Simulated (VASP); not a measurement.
Set up this calculation in VASP 6.6.1, as the native input.

```
Task                   : single point
Functional             : PBE
Potentials or basis    : VASP PAW PBE potentials, release 64 (La)
Cutoff                 : 520 eV
k mesh                 : 14 × 14 × 14
Occupations            : fermi-dirac, width 0.05 eV
Spin                   : no spin polarisation
Dipole correction      : no
Further INCAR settings : ALGO = Normal; EDIFF = 1e-06; NBANDS = 12
```

The structure of La lies in POSCAR:

```
La
1.0
   -2.1120340558      2.1120340558      2.1120340558
    2.1120340558     -2.1120340558      2.1120340558
    2.1120340558      2.1120340558     -2.1120340558
La
1
Direct
    0.0000000000      0.0000000000      0.0000000000
```

One way to write it, as run:

INCAR

```
PREC = Accurate
ENCUT = 520
EDIFF = 1E-6
ISMEAR = -1
SIGMA = 0.05
LREAL = F
LASPH = T
NELM = 100
ALGO = Normal
ISIF = 2
LWAVE = F
LCHARG = F
GGA = PE
NBANDS = 12
```

KPOINTS

```
Automatic mesh
0
Gamma
  14 14 14
```

Potentials or basis: VASP PAW PBE potentials, release 64 (La).

Command:

```bash
$ cat potpaw_PBE.64/La/POTCAR > POTCAR
$ mpirun -np 1 vasp_std > vasp.out
```

Results of the run:

```yaml
Pressure: 0.0 GPa
```

Run time: 33 s on 1 thread of Intel(R) Xeon(R) 6975P-C (Granite Rapids) (shared host), peak memory 0.2 GiB.
